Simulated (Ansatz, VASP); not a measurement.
## PbO: VASP beside Ansatz

```
Pb O
1.0
     4.05794    0.00000    0.00000
     0.00000    4.05794    0.00000
     0.00000    0.00000    5.56202
Pb O
2 2
Direct
  0.00000 0.50000 0.21378
  0.50000 0.00000 0.78622
  0.50000 0.50000 0.00000
  0.00000 0.00000 0.00000
```

Alike in both runs: functional PBE; k mesh 8 × 8 × 6; occupations gaussian, width 0.02 eV; no spin polarisation.

Ansatz relaxed the structure, and its values are those at the end. VASP's run is a single point on that final structure, the one shown.

|  | VASP | Ansatz |
| --- | --- | --- |
| version | VASP 6.6.1 | Ansatz 0.2.0 |
| potentials or method | VASP PAW PBE potentials, release 64 (Pb_d, O), cutoff 520 eV | scalar-relativistic, plane waves, PAW |
| valence electrons in the cell | 40 | 40 |

VASP gave:

| Item | Value |
| --- | --- |
| gap on the k mesh at the Fermi level (eV) | 1.79 |
| least direct gap on the mesh (eV) | 1.92 |
| pressure (GPa) | 0.1 |
| rms of the force components (eV/Å) | 0.016 |

Problem. What did Ansatz give for the same quantities?

Solution. gap on the k mesh at the Fermi level (eV): 1.78; least direct gap on the mesh (eV): 1.93; pressure (GPa): 0.0; rms of the force components (eV/Å): 0.001.

Spin-orbit coupling is off throughout.
